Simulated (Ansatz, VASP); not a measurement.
## Bi3S in VASP and in Ansatz

INCAR

```
ALGO = Normal ; EDIFF = 1E-6
EDIFFG = -0.04 ; ENCUT = 600
GGA = PE ; IBRION = 2
ISIF = 3 ; ISMEAR = 0
LASPH = T ; LCHARG = F
LREAL = F ; LWAVE = F
NELM = 60 ; NSW = 90
PREC = Accurate ; SIGMA = 0.1
```

Contents of KPOINTS:

```
k-points
0
Gamma
  6 6 2
```

File POSCAR:

```
Bi3S
1.0
    3.8231699800      0.0000000000      0.0000000000
   -1.9115849900      3.3109623300      0.0000000000
    0.0000000000      0.0000000000     12.2995750400
Bi S
3 1
Direct
    0.6666666700      0.3333333300      0.0000000000
    0.0000000000      0.0000000000      0.7425651000
    0.0000000000      0.0000000000      0.2574349000
    0.6666666700      0.3333333300      0.5000000000
```

Input for Ansatz:

```yaml
crystal:
  lattice:
    - [3.82316998, 0.0, 0.0]
    - [-1.91158499, 3.31096233, 0.0]
    - [0.0, 0.0, 12.29957504]
  atoms:
    - { symbol: Bi, position: [0.66666667, 0.33333333, 0.0] }
    - { symbol: Bi, position: [0.0, 0.0, 0.7425651] }
    - { symbol: Bi, position: [0.0, 0.0, 0.2574349] }
    - { symbol: S, position: [0.66666667, 0.33333333, 0.5] }
basis:
  ecutwfc: 420
kpoints:
  mp_grid: { grid: [6, 6, 2] }
hamiltonian:
  xc: pbe
scf:
  occupations: { method: gaussian, width: 0.1 }
  lower_state_search: "off"
output:
  forces: true
  stress: true
  eigenvalues: true
relax:
  adjacent_minimum: "off"
  f_tol: 0.04
  max_steps: 70
  cell: { stress_tol: 0.4 }
```

Change from the starting cell: species swapped into the LiMg3 type (P-6m2, No. 187).

Alike in both runs: task relaxation of cell and atoms; functional PBE; k mesh 6 × 6 × 2; occupations gaussian, width 0.1 eV; no spin polarisation.

|  | VASP | Ansatz |
| --- | --- | --- |
| version | VASP 6.6.1 | Ansatz 0.2.0 |
| potentials or method | VASP PAW PBE potentials, release 64 (Bi_d, S), cutoff 600 eV | scalar-relativistic, plane waves, PAW |
| valence electrons in the cell | 51 | 51 |

```tsv
	VASP	Ansatz	Ansatz less VASP
gap on the k mesh at the Fermi level, each at its own relaxed structure (eV)	none	none	-
relaxed volume (Å³/atom)	28.17	28.21	+0.034
relaxed cell length with the largest relative difference (Å)	10.153	10.161	+0.0079
```

A gap of «none» marks a metal or a gap that the smearing closes.

Spin-orbit coupling is off throughout. Noted on VASP's run: the volume moved by over 15 % at a fixed basis, so the end points are rough.
